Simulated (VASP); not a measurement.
Input of a VASP 6.6.1 run:

File INCAR:

```
SYSTEM = ZnSe
PREC = Accurate
ENCUT = 520
EDIFF = 1E-6
ISMEAR = 0
SIGMA = 0.1
LREAL = .False.
LASPH = .True.
NELM = 80
ALGO = Normal
ISIF = 2
LWAVE = .False.
LCHARG = .True.
GGA = PE
LELF = .True.
LVHAR = .True.
NBANDS = 16
```

The input KPOINTS:

```
Automatic mesh
0
Gamma
  6 6 6
  0 0 0
```

The input POSCAR:

```
ZnSe
1.0
   -2.0690090000      2.0690090000      2.4273304500
    2.0690090000     -2.0690090000      2.4273304500
    2.0690090000      2.0690090000     -2.4273304500
Zn Se
1 1
Direct
    0.2500000000      0.7500000000      0.5000000000
    0.5000000000      0.5000000000      0.0000000000
```

Potentials or basis: VASP PAW PBE potentials, release 64 (Zn, Se).

Run with:

```sh
$ cat potpaw_PBE.64/Zn/POTCAR potpaw_PBE.64/Se/POTCAR > POTCAR
$ mpirun -np 1 vasp_std > vasp.out
```

Problem. Predict the pressure.

Solution. 8.7 GPa.

Problem. What does it give for the band gap on the k mesh?

Solution. 1.25 eV, direct.

Stress tensor (GPa, compression positive):
```
 7.59  0.00  0.00
 0.00  7.59  0.00
 0.00  0.00 10.87
```
